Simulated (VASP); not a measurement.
# Ga2BAs3 (P4/mmm) in VASP: notebook

Runs on Ga2BAs3. Level: PBE. Tasks: single point.

All numbers are computed with VASP 6.6.1; they aren't measurements. Logs are shortened: lines on timing, memory, paths and dates and some standing lists are left out, and cuts for length are marked.

**1. The cell of the first run**

The structure is tetragonal, space group P4/mmm (No. 123). Conventional cell: a = 3.132 Å, b = 3.132 Å, c = 11.250 Å, α = 90.00°, β = 90.00°, γ = 90.00°. Ga (site symmetry 4mm) has 8 As at 2.86 to 3.42 Å and 5 Ga at 3.13 to 3.60 Å and 1 B at 3.82 Å within 3.9 Å. Within 3.3 Å of B (site symmetry 4/mmm) lie 8 As at 2.53 Å and 4 B at 3.13 Å. Within 3.2 Å of As (site symmetry 4mm) lie 5 As at 2.44 to 3.13 Å and 4 B at 2.53 Å. As (site symmetry 4/mmm) has 8 Ga at 2.86 Å and 4 As at 3.13 Å within 3.8 Å.

The cell was generated, and may not be a known phase.

**2. Single point, PBE**

The input, INCAR:

```
SYSTEM = Ga2BAs3
ALGO = Normal
EDIFF = 1E-6
ENCUT = 520
GGA = PE
ISIF = 2
ISMEAR = 0
LASPH = .TRUE.
LCHARG = .FALSE.
LREAL = .FALSE.
LWAVE = .FALSE.
NBANDS = 31
NELM = 80
PREC = Accurate
SIGMA = 0.1
```

The input, KPOINTS:

```
k-points
0
G
  6 6 2
  0 0 0
```

The input, POSCAR:

```
Ga2BAs3
1.0
    3.1319019588      0.0000000000      0.0000000000
    0.0000000000      3.1319019588      0.0000000000
    0.0000000000      0.0000000000     11.2496385202
Ga B As
2 1 3
Direct
    0.0000000000      0.0000000000      0.3398023094
    0.0000000000      0.0000000000      0.6601976906
    0.0000000000      0.0000000000      0.0000000000
    0.5000000000      0.5000000000      0.1086228153
    0.5000000000      0.5000000000      0.5000000000
    0.5000000000      0.5000000000      0.8913771847
```

Potentials or basis: VASP PAW PBE potentials, release 64 (Ga_d, B, As).

On the command line:

```console
$ cat potpaw_PBE.64/Ga_d/POTCAR potpaw_PBE.64/B/POTCAR potpaw_PBE.64/As/POTCAR > POTCAR
$ mpirun -np 1 vasp_std > vasp.out
```

OUTCAR:

```text
SYSTEM = Ga2BAs3
   EDIFF = 1E-6
   ENCUT = 520
   GGA = PE
   ISIF = 2
   ISMEAR = 0
   LASPH = .TRUE.
   LREAL = .FALSE.
   NELM = 80
   PREC = Accurate

 ion  position               nearest neighbor table
   1  0.000  0.000  0.340-   5 2.86   5 2.86   5 2.86   5 2.86
   2  0.000  0.000  0.660-   5 2.86   5 2.86   5 2.86   5 2.86
   3  0.000  0.000  0.000-   4 2.53   6 2.53   4 2.53   6 2.53   4 2.53   6 2.53   4 2.53   6 2.53

   4  0.500  0.500  0.109-   6 2.44   3 2.53   3 2.53   3 2.53   3 2.53
   5  0.500  0.500  0.500-   1 2.86   2 2.86   1 2.86   2 2.86   1 2.86   2 2.86   1 2.86   2 2.86

   6  0.500  0.500  0.891-   4 2.44   3 2.53   3 2.53   3 2.53   3 2.53

  LATTYP: Found a simple tetragonal cell.
 ALAT       =     3.1319019588
 C/A-ratio  =     3.5919510471

  Lattice vectors:

 A1 = (   3.1319019588,   0.0000000000,   0.0000000000)
 A2 = (   0.0000000000,   3.1319019588,   0.0000000000)
 A3 = (   0.0000000000,   0.0000000000,  11.2496385202)

Analysis of symmetry for initial positions (statically):
=====================================================================
 Subroutine PRICEL returns:
 Original cell was already a primitive cell.

 Routine SETGRP: Setting up the symmetry group for a
 simple tetragonal supercell.

 Subroutine GETGRP returns: Found 16 space group operations
 (whereof 16 operations were pure point group operations)
 out of a pool of 16 trial point group operations.

The static configuration has the point symmetry D_4h.

Analysis of symmetry for dynamics (positions and initial velocities):
=====================================================================
 Subroutine PRICEL returns:
 Original cell was already a primitive cell.

 Routine SETGRP: Setting up the symmetry group for a
 simple tetragonal supercell.

 Subroutine GETGRP returns: Found 16 space group operations
 (whereof 16 operations were pure point group operations)
 out of a pool of 16 trial point group operations.

The dynamic configuration has the point symmetry D_4h.

 Subroutine INISYM returns: Found 16 space group operations
 (whereof 16 operations are pure point group operations),
 and found     1 'primitive' translations

----------------------------------------------------------------------------------------

                                     Primitive cell

  volume of cell :     110.3456

  direct lattice vectors                    reciprocal lattice vectors
     3.131901959  0.000000000  0.000000000     0.319294797  0.000000000  0.000000000
     0.000000000  3.131901959  0.000000000     0.000000000  0.319294797  0.000000000
     0.000000000  0.000000000 11.249638520     0.000000000  0.000000000  0.088891745

  length of vectors
     3.131901959  3.131901959 11.249638520     0.319294797  0.319294797  0.088891745

  position of ions in fractional coordinates (direct lattice)
     0.000000000  0.000000000  0.339802309
     0.000000000  0.000000000  0.660197691
     0.000000000  0.000000000  0.000000000
     0.500000000  0.500000000  0.108622815
     0.500000000  0.500000000  0.500000000
     0.500000000  0.500000000  0.891377185

  ion indices of the primitive-cell ions
   primitive index   ion index
                 1           1
                 2           2
                 3           3
                 4           4
                 5           5
                 6           6

----------------------------------------------------------------------------------------

 KPOINTS: k-points

Automatic generation of k-mesh.
 Grid dimensions read from file:
 generate k-points for:    6    6    2

 Generating k-lattice:

  Cartesian coordinates                     Fractional coordinates (reciprocal lattice)
     0.053215799  0.000000000  0.000000000     0.166666667  0.000000000  0.000000000
     0.000000000  0.053215799  0.000000000     0.000000000  0.166666667  0.000000000
     0.000000000  0.000000000  0.044445873     0.000000000  0.000000000  0.500000000

  Length of vectors
     0.053215799  0.053215799  0.044445873

  Shift w.r.t. Gamma in fractional coordinates (k-lattice)
     0.000000000  0.000000000  0.000000000

 Subroutine IBZKPT returns following result:
 ===========================================

 Found     20 irreducible k-points:

 Following reciprocal coordinates:
            Coordinates               Weight
  0.000000  0.000000  0.000000      1.000000
  0.166667  0.000000  0.000000      4.000000
  0.333333  0.000000  0.000000      4.000000
  0.500000  0.000000  0.000000      2.000000
  0.166667  0.166667  0.000000      4.000000
  0.333333  0.166667  0.000000      8.000000
[... 12 lines left out ...]
  0.500000  0.333333  0.500000      4.000000
  0.500000  0.500000  0.500000      1.000000
   k-points           NKPTS =     20   k-points in BZ     NKDIM =     20   number of bands    NBANDS=     31
   number of dos      NEDOS =    301   number of ions     NIONS =      6
   total plane-waves  NPLWV =  48384
   dimension x,y,z NGX =    24 NGY =   24 NGZ =   84
   dimension x,y,z NGXF=    48 NGYF=   48 NGZF=  168
   ions per type =               2   1   3
   NGX,Y,Z   is equivalent  to a cutoff of  12.74, 12.74, 12.41 a.u.
   NGXF,Y,Z  is equivalent  to a cutoff of  25.48, 25.48, 24.83 a.u.
 SYSTEM =  Ga2BAs3
   PREC   = accura    normal or accurate (medium, high low for compatibility)
   ISTART =      0    job   : 0-new  1-cont  2-samecut
   ICHARG =      2    charge: 1-file 2-atom 10-const
   ISPIN  =      1    spin polarized calculation?
   LNONCOLLINEAR =      F non collinear calculations
   LSORBIT =      F    spin-orbit coupling
   LASPH  =      T    aspherical Exc in radial PAW
   ENCUT  =  520.0 eV  38.22 Ry    6.18 a.u.   5.82  5.82 20.92*2*pi/ulx,y,z
   NELM   =     80;   NELMIN=  2; NELMDL= -5     # of ELM steps
   EDIFF  = 0.1E-05   stopping-criterion for ELM
   LREAL  =      F    real-space projection
   EDIFFG = 0.1E-04   stopping-criterion for IOM
   NSW    =      0    number of steps for IOM
   IBRION =     -1    ionic relax: 0-MD 1-quasi-New 2-CG
   NFREE  =      0    steps in history (QN), initial steepest desc. (CG)
   ISIF   =      2    stress and relaxation
   ISYM   =      2    0-nonsym 1-usesym 2-fastsym
   POTIM  = 0.5000    time-step for ionic-motion
   TEBEG  =    0.0;   TEEND  =   0.0 temperature during run
   PSTRESS=    0.0 pullay stress
   NELECT =      44.0000    total number of electrons
   NUPDOWN=      -1.0000    fix difference up-down
   EMIN   =  10.00;   EMAX   =-10.00  energy-range for DOS
   EFERMI =   0.00;   METHOD = LEGACY
   ISMEAR =     0;   SIGMA  =   0.10  broadening in eV -4-tet -1-fermi 0-gaus
   EFERMI_NEDOS =   21; number of points for ismear=-14 and -15
   IALGO  =     38    algorithm
   IMIX   =      4    mixing-type and parameters
     AMIX     =   0.40;   BMIX     =  1.00
     AMIX_MAG =   1.60;   BMIX_MAG =  1.00
  volume/ion in A,a.u.               =      18.39       124.11
  Fermi-wavevector in a.u.,A,eV,Ry     =   1.204964  2.277052 19.754821  1.451938
  Thomas-Fermi vector in A             =   2.340674
   LORBIT       =      0    0 simple, 1 ext, 2 COOP (PROOUT), +10 PAW based schemes
   GGA     = PE    functional components
   LHFCALC =     F    Hartree Fock is set to
   AEXX    =    0.0000 exact exchange contribution
   IVDW    =     0    specifies the selected vdW correction
   LEPSILON=     F    determine dielectric tensor
   LRPA    =     F    only Hartree local field effects (RPA)
 non-spin polarized calculation
 Gauss-broadening in eV      SIGMA  =   0.10
  energy-cutoff  :      520.00
  volume of cell :      110.35
 maximum number of plane-waves:      3024
 NGX is ok and might be reduce to    24
   NGX = 11   NGY = 11   NGZ = 41

 number of electron      43.9999991 magnetization

 Free energy of the ion-electron system (eV)
  ---------------------------------------------------
  ext. energy  EPLUGINS =         0.00000000
  ---------------------------------------------------
  free energy    TOTEN  =       -23.31369939 eV

  energy without entropy =      -23.30823087  energy(sigma->0) =      -23.31096513

 E-fermi :   5.3197     XC(G=0): -10.5239

 val. band max:        5.2134916051   @ k =   0.3333   0.1667   0.0000
 cond. band min:       5.3961844739   @ k =   0.5000   0.5000   0.0000
 fundamental gap:      0.1826928689
 Fermi energy:         5.3197035191

 k-point     1 :       0.0000    0.0000    0.0000
  band No.  band energies     occupation
      1      -9.6119      2.00000
      2      -9.3700      2.00000
      3      -9.3673      2.00000
      4      -9.3049      2.00000
      5      -9.2884      2.00000
      6      -9.2341      2.00000
[... 23 lines left out ...]
     30      11.8498      0.00000
     31      11.8801      0.00000

 k-point     2 :       0.1667    0.0000    0.0000
  band No.  band energies     occupation
      1      -9.3502      2.00000
      2      -9.3447      2.00000
      3      -9.3294      2.00000
      4      -9.2864      2.00000
      5      -9.2706      2.00000
      6      -9.2405      2.00000
[... 23 lines left out ...]
     30      12.0012      0.00000
     31      12.1823      0.00000

 k-point     3 :       0.3333    0.0000    0.0000
  band No.  band energies     occupation
      1      -9.3498      2.00000
      2      -9.3277      2.00000
      3      -9.3201      2.00000
      4      -9.2801      2.00000
      5      -9.2425      2.00000
      6      -9.2355      2.00000
[... 23 lines left out ...]
     30      10.3001      0.00000
     31      11.6789      0.00000

 k-point     4 :       0.5000    0.0000    0.0000
  band No.  band energies     occupation
      1      -9.3762      2.00000
      2      -9.3224      2.00000
      3      -9.3132      2.00000
      4      -9.2985      2.00000
      5      -9.2483      2.00000
      6      -9.2447      2.00000
[... 499 lines left out ...]
     30       9.3273      0.00000
     31       9.7762      0.00000

 k-point    19 :       0.5000    0.3333    0.5000
  band No.  band energies     occupation
      1      -9.3512      2.00000
      2      -9.3150      2.00000
      3      -9.3087      2.00000
      4      -9.2872      2.00000
      5      -9.2828      2.00000
      6      -9.2628      2.00000
[... 23 lines left out ...]
     30       7.7975      0.00000
     31      10.0769      0.00000

 k-point    20 :       0.5000    0.5000    0.5000
  band No.  band energies     occupation
      1      -9.3641      2.00000
      2      -9.3368      2.00000
      3      -9.3071      2.00000
      4      -9.3071      2.00000
      5      -9.2781      2.00000
      6      -9.2781      2.00000
[... 23 lines left out ...]
     30       8.4876      0.00000
     31       8.7017      0.00000

------------------------ aborting loop because EDIFF is reached ----------------------------------------

  FORCE on cell =-STRESS in cart. coord.  units (eV):
  Direction    XX          YY          ZZ          XY          YZ          ZX
  --------------------------------------------------------------------------------------
  -------------------------------------------------------------------------------------
  Total        0.0103759      0.0103759      0.1545437      0.0000000      0.0000000      0.0000000
  in kB        0.1506537      0.1506537      2.2439188      0.0000000      0.0000000      0.0000000
  external PRESSURE =       0.8484087 kB  Pullay stress =       0.0000000 kB

 VOLUME and BASIS-vectors are now :
 -----------------------------------------------------------------------------
  energy-cutoff  :      520.00
  volume of cell :      110.35
      direct lattice vectors                 reciprocal lattice vectors
     3.131901959  0.000000000  0.000000000     0.319294797  0.000000000  0.000000000
     0.000000000  3.131901959  0.000000000     0.000000000  0.319294797  0.000000000
     0.000000000  0.000000000 11.249638520     0.000000000  0.000000000  0.088891745

 POSITION                                       TOTAL-FORCE (eV/Angst)
 -----------------------------------------------------------------------------------
      0.00000      0.00000      3.82265        -0.000000      0.000000     -0.006167
      0.00000      0.00000      7.42699         0.000000     -0.000000      0.006167
      0.00000      0.00000      0.00000        -0.000000     -0.000000      0.000000
      1.56595      1.56595      1.22197         0.000000     -0.000000      0.066451
      1.56595      1.56595      5.62482        -0.000000     -0.000000      0.000000
      1.56595      1.56595     10.02767        -0.000000     -0.000000     -0.066451
 -----------------------------------------------------------------------------------
    total drift:                                0.000000     -0.000000      0.000000

  FREE ENERGIE OF THE ION-ELECTRON SYSTEM (eV)
  ---------------------------------------------------
  free  energy   TOTEN  =       -23.3136993897 eV

  energy  without entropy=      -23.3082308737  energy(sigma->0) =      -23.31096513
```

Run time: 26 s. Hardware: 1 thread of Intel Xeon 6975P-C (Granite Rapids), shared host; peak memory 0.23 GiB.

What came out:

| Quantity | Value |
| --- | --- |
| Free energy | -23.3137 eV |
| Pressure | 0.1 GPa |
| Largest force | 0.066 eV/Å |
| Band gap on the k mesh | zero (bands 22 and 23 overlap by 3.94 eV) |

Forces on the atoms (eV/Å):
```
Ga   0.000  0.000 -0.006
Ga   0.000  0.000  0.006
B    0.000  0.000  0.000
As   0.000  0.000  0.066
As   0.000  0.000  0.000
As   0.000  0.000 -0.066
```

[end of part 1 of 2]

The gap in the log of VASP goes by the Fermi energy; the results here count the filled bands.